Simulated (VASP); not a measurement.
Write the native input for VASP 6.6.1 that does the following.

```
Task                               : relaxation of cell and atoms
Functional                         : PBE0
Potentials or basis                : VASP PAW PBE potentials, release 64 (Mg, S)
Cutoff                             : 600 eV
k mesh                             : 5 × 5 × 4
Occupations                        : fermi-dirac, width 0.05 eV
Spin                               : no spin polarisation
Dipole correction                  : no
Grid for exact exchange (PRECFOCK) : Normal
Further INCAR settings             : ALGO = Normal; EDIFF = 1e-06; IBRION = 2; EDIFFG = -0.01; NSW = 60; ISIF = 3
Share of exact exchange            : 0.25
```

Crystal: MgS.

```xyz
2
Lattice="3.6109 0.0000 0.0000 -1.8054 3.1271 0.0000 0.0000 0.0000 3.3053" Properties=species:S:1:pos:R:3 pbc="T T T"
Mg    0.0000    0.0000    1.6526
S     1.8055    1.0424    0.0000
```

These files were run (other wordings do the same):

POSCAR

```
MgS
1.0
    3.6109100000      0.0000000000      0.0000000000
   -1.8054500000      3.1271400000      0.0000000000
    0.0000000000      0.0000000000      3.3052600000
Mg S
1 1
Direct
    0.0000000000      0.0000000000      0.5000000000
    0.6666700000      0.3333300000      0.0000000000
```

INCAR.step1

```
PREC     = Accurate       # precision mode
ENCUT    = 600            # plane-wave cutoff, eV
EDIFF    = 1E-5           # SCF threshold, eV
ISMEAR   = -1             # smearing method
SIGMA    = 0.05           # smearing width, eV
LREAL    = False          # projectors in reciprocal space
LASPH    = True           # aspherical terms in the spheres
NELM     = 80             # most SCF steps
ALGO     = Normal         # electronic algorithm
LWAVE    = True           # write WAVECAR
LCHARG   = False          # write CHGCAR
GGA      = PE             # functional
NBANDS   = 11             # bands
```

INCAR.step2

```
PREC     = Accurate       # precision mode
ENCUT    = 600            # plane-wave cutoff, eV
EDIFF    = 1E-6           # SCF threshold, eV
ISMEAR   = -1             # smearing method
SIGMA    = 0.05           # smearing width, eV
LREAL    = False          # projectors in reciprocal space
LASPH    = True           # aspherical terms in the spheres
NELM     = 80             # most SCF steps
ALGO     = Normal         # electronic algorithm
ISIF     = 3              # what is computed and relaxed
LWAVE    = False          # write WAVECAR
LCHARG   = False          # write CHGCAR
GGA      = PE             # functional
LHFCALC  = True           # exact exchange
AEXX     = 0.25           # exact-exchange fraction
PRECFOCK = Normal       
IBRION   = 2              # ionic algorithm
NSW      = 60             # ionic steps
EDIFFG   = -0.01          # ionic threshold
ISTART   = 1
```

KPOINTS

```
Automatic mesh
0
Gamma
  5 5 4
```

Potentials or basis: VASP PAW PBE potentials, release 64 (Mg, S).

Run with:

```bash
$ cat potpaw_PBE.64/Mg/POTCAR potpaw_PBE.64/S/POTCAR > POTCAR
$ cp INCAR.step1 INCAR
$ mpirun -np 1 vasp_std > vasp.out
$ cp INCAR.step2 INCAR
$ mpirun -np 1 vasp_std > vasp.out
```

It gave:

| Quantity | Value |
| --- | --- |
| Relaxed volume | 18.25 Å³/atom |
| Relaxed cell | a = 3.580 Å, b = 3.580 Å, c = 3.288 Å, α = 90.00°, β = 90.00°, γ = 120.00° |
| Space group after relaxing (to 0.1 Å) | P-6m2 (No. 187) |
| Energy gained by relaxing | 2.0 meV/atom |
| Ionic steps | 5 |
| Pressure after relaxing | 0.0 GPa |
| Band gap on the k mesh | 3.18 eV (least direct gap 4.11 eV) |

Caveat: the k points lie up to 0.48 Å⁻¹ apart in the final cell; the PAW data sets were made with another functional, which shifts forces and pressure a little; an odd mesh through Γ misses points on the zone boundary, where band edges can lie.

It took 22 min on 1 thread of Intel(R) Xeon(R) Platinum 8259CL CPU @ 2.50GHz (Skylake/Cascade Lake), with other jobs on the host, peak memory 0.19 GiB.
